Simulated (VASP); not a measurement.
# KMgF3 (Pm-3m) in VASP: further runs

Runs on KMgF3. Level: PBE. Tasks: vibrations by perturbation theory.

Everything below comes from runs of VASP 6.6.1. Logs are shortened: lines on timing, memory, paths and dates and some standing lists are left out, and cuts for length are marked.

## Step 1: The cell of the first run

The structure is cubic, space group Pm-3m (No. 221). Conventional cell: a = 3.379 Å, b = 3.379 Å, c = 3.379 Å, α = 90.00°, β = 90.00°, γ = 90.00°. Within 3.2 Å of K (site symmetry m-3m) lie 12 F at 2.39 Å and 8 Mg at 2.93 Å. Mg (site symmetry m-3m) has 6 F at 1.69 Å within 2.2 Å. Within 2.2 Å of F (site symmetry 4/mmm) lie 2 Mg at 1.69 Å.

## Step 2: Vibrations by perturbation theory, PBE

File INCAR:

```
PREC = Accurate
ENCUT = 520
EDIFF = 1E-8
ISMEAR = 0
SIGMA = 0.01
LREAL = F
LASPH = T
NELM = 100
ALGO = Normal
ISIF = 2
LWAVE = F
LCHARG = T
GGA = PE
NBANDS = 24
IBRION = 8
NSW = 1
```

File KPOINTS:

```
Automatic mesh
0
Gamma
  6 6 6
```

File POSCAR:

```
KMgF3
1.0
    3.3787912572      0.0000000000      0.0000000000
    0.0000000000      3.3787912572      0.0000000000
    0.0000000000      0.0000000000      3.3787912572
K Mg F
1 1 3
Direct
    0.5000000000      0.5000000000      0.5000000000
    0.0000000000      0.0000000000      0.0000000000
    0.5000000000      0.0000000000      0.0000000000
    0.0000000000      0.5000000000      0.0000000000
    0.0000000000      0.0000000000      0.5000000000
```

Potentials or basis: VASP PAW PBE potentials, release 64 (K_sv, Mg, F).

Launch:

```
$ cat potpaw_PBE.64/K_sv/POTCAR potpaw_PBE.64/Mg/POTCAR potpaw_PBE.64/F/POTCAR > POTCAR
$ mpirun -np 1 vasp_std > vasp.out
```

OUTCAR:

```text
PREC = Accurate
   ENCUT = 520
   EDIFF = 1E-8
   ISMEAR = 0
   LREAL = F
   LASPH = T
   NELM = 100
   ISIF = 2
   GGA = PE
   IBRION = 8
   NSW = 1

 ion  position               nearest neighbor table
   1  0.500  0.500  0.500-   3 2.39   4 2.39   5 2.39   3 2.39   4 2.39   3 2.39   5 2.39   3 2.39
                             4 2.39   5 2.39   4 2.39   5 2.39   2 2.93   2 2.93   2 2.93   2 2.93
   2  0.000  0.000  0.000-   3 1.69   4 1.69   5 1.69   5 1.69   4 1.69   3 1.69   1 2.93   1 2.93
                             1 2.93   1 2.93   1 2.93   1 2.93   1 2.93   1 2.93
   3  0.500  0.000  0.000-   2 1.69   2 1.69   1 2.39   1 2.39   1 2.39   1 2.39
   4  0.000  0.500  0.000-   2 1.69   2 1.69   1 2.39   1 2.39   1 2.39   1 2.39
   5  0.000  0.000  0.500-   2 1.69   2 1.69   1 2.39   1 2.39   1 2.39   1 2.39

  LATTYP: Found a simple cubic cell.
 ALAT       =     3.3787912572

  Lattice vectors:

 A1 = (   3.3787912572,   0.0000000000,   0.0000000000)
 A2 = (   0.0000000000,   3.3787912572,   0.0000000000)
 A3 = (   0.0000000000,   0.0000000000,   3.3787912572)

Analysis of symmetry for initial positions (statically):
=====================================================================
 Subroutine PRICEL returns:
 Original cell was already a primitive cell.

 Routine SETGRP: Setting up the symmetry group for a
 simple cubic supercell.

 Subroutine GETGRP returns: Found 48 space group operations
 (whereof 48 operations were pure point group operations)
 out of a pool of 48 trial point group operations.

The static configuration has the point symmetry O_h .

Analysis of symmetry for dynamics (positions and initial velocities):
=====================================================================
 Subroutine PRICEL returns:
 Original cell was already a primitive cell.

 Routine SETGRP: Setting up the symmetry group for a
 simple cubic supercell.

 Subroutine GETGRP returns: Found 48 space group operations
 (whereof 48 operations were pure point group operations)
 out of a pool of 48 trial point group operations.

The dynamic configuration has the point symmetry O_h .

 Subroutine INISYM returns: Found 48 space group operations
 (whereof 48 operations are pure point group operations),
 and found     1 'primitive' translations

----------------------------------------------------------------------------------------

                                     Primitive cell

  volume of cell :      38.5731

  direct lattice vectors                    reciprocal lattice vectors
     3.378791257  0.000000000  0.000000000     0.295963830  0.000000000  0.000000000
     0.000000000  3.378791257  0.000000000     0.000000000  0.295963830  0.000000000
     0.000000000  0.000000000  3.378791257     0.000000000  0.000000000  0.295963830

  length of vectors
     3.378791257  3.378791257  3.378791257     0.295963830  0.295963830  0.295963830

  position of ions in fractional coordinates (direct lattice)
[... 683 lines left out ...]
  -------------------------------------------------------------------------------------
  Total       30.2787247     30.2787247     30.2787247      0.0000000      0.0000000     -0.0000000
  in kB     1257.6623989   1257.6623989   1257.6623989      0.0000000      0.0000000     -0.0000000
  external PRESSURE =    1257.6623989 kB  Pullay stress =       0.0000000 kB

 VOLUME and BASIS-vectors are now :
 -----------------------------------------------------------------------------
  energy-cutoff  :      520.00
  volume of cell :       38.57
      direct lattice vectors                 reciprocal lattice vectors
     3.378791257  0.000000000  0.000000000     0.295963830  0.000000000  0.000000000
     0.000000000  3.378791257  0.000000000     0.000000000  0.295963830  0.000000000
     0.000000000  0.000000000  3.378791257     0.000000000  0.000000000  0.295963830

 POSITION                                       TOTAL-FORCE (eV/Angst)
 -----------------------------------------------------------------------------------
      1.68940      1.68940      1.68940         0.000000      0.000000      0.000000
      0.00000      0.00000      0.00000         0.000000      0.000000      0.000000
      1.68940      0.00000      0.00000         0.000000      0.000000      0.000000
      0.00000      1.68940      0.00000         0.000000      0.000000      0.000000
      0.00000      0.00000      1.68940         0.000000      0.000000      0.000000
 -----------------------------------------------------------------------------------
    total drift:                                0.000000      0.000000     -0.000000

  FREE ENERGIE OF THE ION-ELECTRON SYSTEM (eV)
  ---------------------------------------------------
  free  energy   TOTEN  =       -17.8147348029 eV

  energy  without entropy=      -17.8147348029  energy(sigma->0) =      -17.81473480

[... ionic steps 2 to 9 ...]

--------------------------------------- Ionic step       10  -------------------------------------------

------------------------ aborting loop because EDIFF is reached ----------------------------------------

--------------------------------------- Ionic step       11  -------------------------------------------

 Free energy of the ion-electron system (eV)
  ---------------------------------------------------
  ---------------------------------------------------
  free energy    TOTEN  =        -0.53549115 eV

  energy without entropy =       -0.53549115

------------------------ aborting loop because EDIFF is reached ----------------------------------------

 INTERNAL STRAIN TENSOR  FOR ION    3  DIRECTION 2   (eV/Angst):
 -----------------------------------------------------------------------------
    -0.01475  0.00000  0.00000
     0.00000  0.01091  0.00000
     0.00000  0.00000 -0.00082

 INTERNAL STRAIN TENSOR FOR ION    5 for displacements in x,y,z  (eV/Angst):
          X           Y           Z          XY          YZ          ZX
  --------------------------------------------------------------------------------
  x     0.00000     0.00000     0.00000     0.00000     0.00000     0.00000
  y     0.00000     0.00000     0.00000     0.00000     0.00000     0.00000
  z     0.00000     0.00000     0.00000     0.00000     0.00000     0.00000

 SECOND DERIVATIVES (NOT SYMMETRIZED)
 ------------------------------------
               1X          1Y          1Z          2X          2Y          2Z          3X          3Y          3Z          4X          4Y          4Z          5X          5Y          5Z
  1X   -15.292717   -0.000000    0.000000    3.142244    0.000000    0.000000   -0.289549    0.000000   -0.000000    6.220011    0.000000    0.000000    6.220011    0.000000    0.000000
  1Y    -0.000000  -15.292717   -0.000000    0.000000    3.142244    0.000000    0.000000    6.220011    0.000000    0.000000   -0.289549    0.000000    0.000000    6.220011    0.000000
  1Z    -0.000000   -0.000000  -15.292717    0.000000    0.000000    3.142244    0.000000    0.000000    6.220011    0.000000    0.000000    6.220011    0.000000    0.000000   -0.289549
  2X     3.136229   -0.000000    0.000000  -47.771299   -0.000000    0.000000   51.216330    0.000000    0.000000   -3.290630    0.000000    0.000000   -3.290630   -0.000000    0.000000
  2Y    -0.000000    3.136229    0.000000   -0.000000  -47.771299    0.000000   -0.000000   -3.290630    0.000000   -0.000000   51.216330    0.000000   -0.000000   -3.290630    0.000000
  2Z    -0.000000    0.000000    3.136229    0.000000   -0.000000  -47.771299    0.000000   -0.000000   -3.290630    0.000000   -0.000000   -3.290630    0.000000   -0.000000   51.216330
  3X    -0.311781    0.000000   -0.000000   51.198219    0.000000    0.000000  -61.482146   -0.000000    0.000000    5.297854    0.000000   -0.000000    5.297854    0.000000    0.000000
  3Y     0.000000    6.201026    0.000000    0.000000   -3.302677    0.000000    0.000000   -7.467495    0.000000    0.000000    5.303313    0.000000    0.000000   -0.734167    0.000000
  3Z     0.000000    0.000000    6.201026    0.000000    0.000000   -3.302677    0.000000    0.000000   -7.467495    0.000000    0.000000   -0.734167    0.000000    0.000000    5.303313
  4X     6.201026    0.000000    0.000000   -3.302677    0.000000    0.000000    5.303313    0.000000    0.000000   -7.467495    0.000000    0.000000   -0.734167    0.000000    0.000000
  4Y     0.000000   -0.311781    0.000000    0.000000   51.198219    0.000000    0.000000    5.297854   -0.000000   -0.000000  -61.482146    0.000000    0.000000    5.297854    0.000000
  4Z     0.000000    0.000000    6.201026    0.000000    0.000000   -3.302677    0.000000    0.000000   -0.734167    0.000000    0.000000   -7.467495    0.000000    0.000000    5.303313
  5X     6.201026    0.000000    0.000000   -3.302677    0.000000    0.000000    5.303313    0.000000    0.000000   -0.734167    0.000000    0.000000   -7.467495    0.000000    0.000000
  5Y     0.000000    6.201026    0.000000    0.000000   -3.302677    0.000000    0.000000   -0.734167    0.000000    0.000000    5.303313    0.000000    0.000000   -7.467495    0.000000
  5Z     0.000000    0.000000   -0.311781   -0.000000   -0.000000   51.198219    0.000000    0.000000    5.297854    0.000000   -0.000000    5.297854   -0.000000   -0.000000  -61.482146

 Eigenvectors and eigenvalues of the dynamical matrix
 ----------------------------------------------------

   1 f  =   35.345345 THz   222.081350 2PiTHz 1178.993790 cm-1   146.176534 meV
             X         Y         Z           dx          dy          dz
      1.689396  1.689396  1.689396     0.000000    0.000000    0.021471
      0.000000  0.000000  0.000000    -0.000000   -0.000000   -0.605495
      1.689396  0.000000  0.000000     0.000000   -0.000000   -0.067976
      0.000000  1.689396  0.000000    -0.000000    0.000000   -0.067976
      0.000000  0.000000  1.689396    -0.000000   -0.000000    0.789730
[... 105 lines left out ...]
  15 f/i=    0.013141 THz     0.082567 2PiTHz    0.438336 cm-1     0.054347 meV
             X         Y         Z           dx          dy          dz
      1.689396  1.689396  1.689396    -0.536163    0.135318   -0.134357
      0.000000  0.000000  0.000000    -0.423426    0.106865   -0.106106
      1.689396  0.000000  0.000000    -0.374557    0.094544   -0.093872
      0.000000  1.689396  0.000000    -0.374605    0.094531   -0.093872
      0.000000  0.000000  1.689396    -0.374605    0.094544   -0.093860

--------------------------------------------------------------------------------------------------------

 ELASTIC MODULI CONTR FROM IONIC RELAXATION (kBar)
 Direction    XX          YY          ZZ          XY          YZ          ZX
 --------------------------------------------------------------------------------
 XX           0.0000      0.0000      0.0000      0.0000      0.0000      0.0000
 YY           0.0000      0.0000      0.0000      0.0000      0.0000      0.0000
 ZZ           0.0000      0.0000      0.0000      0.0000      0.0000      0.0000
 XY           0.0000      0.0000      0.0000      0.0000      0.0000      0.0000
 YZ           0.0000      0.0000      0.0000      0.0000      0.0000      0.0000
 ZX           0.0000      0.0000      0.0000      0.0000      0.0000      0.0000
 --------------------------------------------------------------------------------
```

Run time: 8.6 min. Hardware: 1 thread of Intel Xeon 8259CL, shared host; peak memory 0.29 GiB.

What came out:

```
Highest phonon frequency at Γ, LO-TO splitting left out : 1179 cm⁻¹
```

Phonon frequencies in cm⁻¹ (negative: imaginary):
```
              q point                                               frequencies
(0.000, 0.000, 0.000)  0 0 0 239 239 239 310 310 310 437 437 437 1179 1179 1179
```

Caveat: the cell stands under pressure or tension, which shifts response properties.

## Step 3: Vibrations by perturbation theory, PBE

This run uses another cell than the first one, of 8.49 Å³/atom.

File INCAR:

```
PREC     = Accurate       # precision mode
ENCUT    = 520            # plane-wave cutoff, eV
EDIFF    = 1E-8           # SCF threshold, eV
ISMEAR   = 0              # smearing method
SIGMA    = 0.01           # smearing width, eV
LREAL    = F              # projectors in reciprocal space
LASPH    = T              # aspherical terms in the spheres
NELM     = 60             # most SCF steps
ALGO     = Normal         # electronic algorithm
ISIF     = 2              # what is computed and relaxed
LWAVE    = F              # write WAVECAR
LCHARG   = T              # write CHGCAR
GGA      = PE             # functional
IBRION   = 8              # ionic algorithm
NSW      = 1              # ionic steps
```

KPOINTS is that of step 2.

POSCAR: that of step 2 with these lines changed.

```diff
@@ -2,5 +2,5 @@
 1.0
-    3.3787912572      0.0000000000      0.0000000000
-    0.0000000000      3.3787912572      0.0000000000
-    0.0000000000      0.0000000000      3.3787912572
+    3.4878590291      0.0000000000      0.0000000000
+    0.0000000000      3.4878590291      0.0000000000
+    0.0000000000      0.0000000000      3.4878590291
 K Mg F
```

Potentials or basis: VASP PAW PBE potentials, release 64 (K_sv, Mg, F).

Launch:

```
$ cat potpaw_PBE.64/K_sv/POTCAR potpaw_PBE.64/Mg/POTCAR potpaw_PBE.64/F/POTCAR > POTCAR
$ mpirun -np 1 vasp_std > vasp.out
```

OUTCAR:

```text
PREC = Accurate
   ENCUT = 520
   EDIFF = 1E-8
   ISMEAR = 0
   LREAL = F
   LASPH = T
   NELM = 60
   ISIF = 2
   GGA = PE
   IBRION = 8
   NSW = 1

 ion  position               nearest neighbor table
   1  0.500  0.500  0.500-   3 2.47   4 2.47   5 2.47   3 2.47   4 2.47   3 2.47   5 2.47   3 2.47
                             4 2.47   5 2.47   4 2.47   5 2.47   2 3.02   2 3.02   2 3.02   2 3.02
   2  0.000  0.000  0.000-   3 1.74   4 1.74   5 1.74   5 1.74   4 1.74   3 1.74   1 3.02   1 3.02
                             1 3.02   1 3.02   1 3.02   1 3.02   1 3.02   1 3.02
   3  0.500  0.000  0.000-   2 1.74   2 1.74   1 2.47   1 2.47   1 2.47   1 2.47
   4  0.000  0.500  0.000-   2 1.74   2 1.74   1 2.47   1 2.47   1 2.47   1 2.47
[... 742 lines left out ...]

   1 f  =   30.543213 THz   191.908665 2PiTHz 1018.811910 cm-1   126.316521 meV
             X         Y         Z           dx          dy          dz
      1.743930  1.743930  1.743930     0.021141    0.000162    0.000000
      0.000000  0.000000  0.000000    -0.602460   -0.004624   -0.000000
      1.743930  0.000000  0.000000     0.791641   -0.000538   -0.000000
      0.000000  1.743930  0.000000    -0.070144    0.006076    0.000000
      0.000000  0.000000  1.743930    -0.070144   -0.000538   -0.000000
[... 105 lines left out ...]
  15 f/i=    0.016799 THz     0.105553 2PiTHz    0.560365 cm-1     0.069476 meV
             X         Y         Z           dx          dy          dz
      1.743930  1.743930  1.743930     0.158009    0.534887    0.114849
      0.000000  0.000000  0.000000     0.125045    0.423296    0.090889
      1.743930  0.000000  0.000000     0.110435    0.372348    0.079949
      0.000000  1.743930  0.000000     0.109994    0.373839    0.079949
      0.000000  0.000000  1.743930     0.109994    0.372348    0.080269

--------------------------------------------------------------------------------------------------------

 ELASTIC MODULI CONTR FROM IONIC RELAXATION (kBar)
 Direction    XX          YY          ZZ          XY          YZ          ZX
 --------------------------------------------------------------------------------
 XX           0.0000      0.0000      0.0000      0.0000      0.0000      0.0000
 YY           0.0000      0.0000      0.0000      0.0000      0.0000      0.0000
 ZZ           0.0000      0.0000      0.0000      0.0000      0.0000      0.0000
 XY           0.0000      0.0000      0.0000      0.0000      0.0000      0.0000
 YZ           0.0000      0.0000      0.0000      0.0000      0.0000      0.0000
 ZX           0.0000      0.0000      0.0000      0.0000      0.0000      0.0000
 --------------------------------------------------------------------------------
```

OSZICAR:

```text
N       E                     dE             d eps       ncg     rms          rms(c)
DAV:   1     0.242315733142E+03    0.24232E+03   -0.19205E+04   856   0.162E+03
DAV:   2    -0.124125616254E+02   -0.25473E+03   -0.24934E+03  1020   0.422E+02
[... 80 lines left out ...]
RMM:   7    -0.535909703851E+00    0.21007E-05   -0.25248E-06  5007   0.558E-03    0.171E-03
RMM:   8    -0.535901683017E+00    0.80208E-05   -0.89507E-07  4886   0.274E-03    0.127E-04
RMM:   9    -0.535902203096E+00   -0.52008E-06   -0.45936E-06  5285   0.107E-03    0.147E-04
RMM:  10    -0.535902269987E+00   -0.66891E-07    0.12372E-06  5422   0.479E-04    0.481E-05
RMM:  11    -0.535902282702E+00   -0.12715E-07   -0.81255E-07  5489   0.229E-04    0.828E-06
RMM:  12    -0.535902281941E+00    0.76118E-09   -0.65495E-09  5223   0.128E-04    0.123E-05
 Linear response finished
```

Wall time 8.7 min (1 thread of Intel Xeon 8259CL, shared host); peak memory 0.3 GiB.

Results:

- Highest phonon frequency at Γ, LO-TO splitting left out: 1019 cm⁻¹

Phonon frequencies in cm⁻¹ (negative: imaginary):
```
              q point                                                  frequencies
(0.000, 0.000, 0.000)  -1 -1 -1 257 257 257 284 284 284 381 381 381 1019 1019 1019
```

Caveat: the cell stands under pressure or tension, which shifts response properties.

[end of part 1 of 3]
